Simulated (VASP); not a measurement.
**BiTe: single point with PBE**

The system is BiTe.

```xyz
2
Lattice="2.4833 1.4337 3.4002 -2.4833 1.4337 3.4002 0.0000 -2.8674 3.4002" Properties=species:S:1:pos:R:3 pbc="T T T"
Bi    0.0000    0.0000    5.1003
Te    0.0000    0.0000    0.0000
```

This cell differs from its parent crystal: strain +0.025 along x and y, +0.025 along z.

| Quantity | Value |
| --- | --- |
| Program | VASP 6.6.1 |
| Task | single point |
| Functional | PBE |
| Potentials or basis | VASP PAW PBE potentials, release 64 (Bi_d, Te) |
| Cutoff | 520 eV |
| k mesh | 12 × 12 × 12 |
| Occupations | gaussian, width 0.15 eV |
| Spin | no spin polarisation |

The pressure is -3.1 GPa.

Stress tensor (GPa, compression positive):
```
-3.40  0.00  0.00
 0.00 -3.40  0.00
 0.00  0.00 -2.43
```

Levels at points of the mesh, in eV from the Fermi level:
| k point | band 8 | band 9 | band 10 | band 11 | band 12 | band 13 |
| --- | --- | --- | --- | --- | --- | --- |
| (0.00, 0.00, 0.00) | -2.69 | -2.69 | -1.49 | 1.71 | 2.32 | 2.32 |
| (0.50, 0.00, 0.00) | -1.74 | -1.71 | -1.04 | -0.90 | -0.50 | 0.28 |
| (0.50, 0.50, 0.00) | -5.12 | -4.10 | -3.02 | 2.66 | 2.78 | 3.27 |
| (0.50, 0.50, 0.50) | -2.15 | -2.15 | -2.12 | -1.43 | -1.09 | -1.09 |

Run time: 4.7 min on 1 thread of Intel Xeon 8259CL, on a shared host, peak memory 0.39 GiB.

Caveat: the cell differs from its parent crystal (strain +0.025 along x and y, +0.025 along z); spin-orbit coupling is left out, which moves the levels of the heavy elements.
